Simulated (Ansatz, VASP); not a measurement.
# PbO: VASP beside Ansatz

```
Pb O
1.0
     4.07376    0.00000    0.00000
     0.00000    4.07376    0.00000
     0.00000    0.00000    5.27310
Pb O
2 2
Cartesian
  0.0000 2.0369 1.2397
  2.0369 0.0000 4.0334
  0.0000 0.0000 0.0000
  2.0369 2.0369 0.0000
```

Change from the starting cell: strain +0.025 along x and y, +0.050 along z, atoms carried along.

Alike in both runs: task single point; functional PBE; k mesh 8 × 8 × 6; occupations gaussian, width 0.05 eV; no spin polarisation.

```csv
,VASP,Ansatz
version,VASP 6.6.1,Ansatz 0.2.0
potentials or method,"VASP PAW PBE potentials, release 64 (Pb_d, O), cutoff 520 eV","scalar-relativistic, plane waves, PAW"
valence electrons in the cell,40,40
```

Ansatz gave:

```
gap on the k mesh at the Fermi level (eV)                     : 1.32
least direct gap on the mesh (eV)                             : 1.97
pressure (GPa)                                                : -2.5
traceless stress, the component that is largest in VASP (GPa) : -0.54
rms of the force components (eV/Å)                            : 0.354
```

Task: Which values does VASP return?

Result: gap on the k mesh at the Fermi level (eV): 1.32; least direct gap on the mesh (eV): 1.97; pressure (GPa): -2.4; traceless stress, the component that is largest in VASP (GPa): -0.55; rms of the force components (eV/Å): 0.341.

Atom by atom the forces differ by 0.012 eV/Å (rms over components).

Spin-orbit coupling is off throughout.
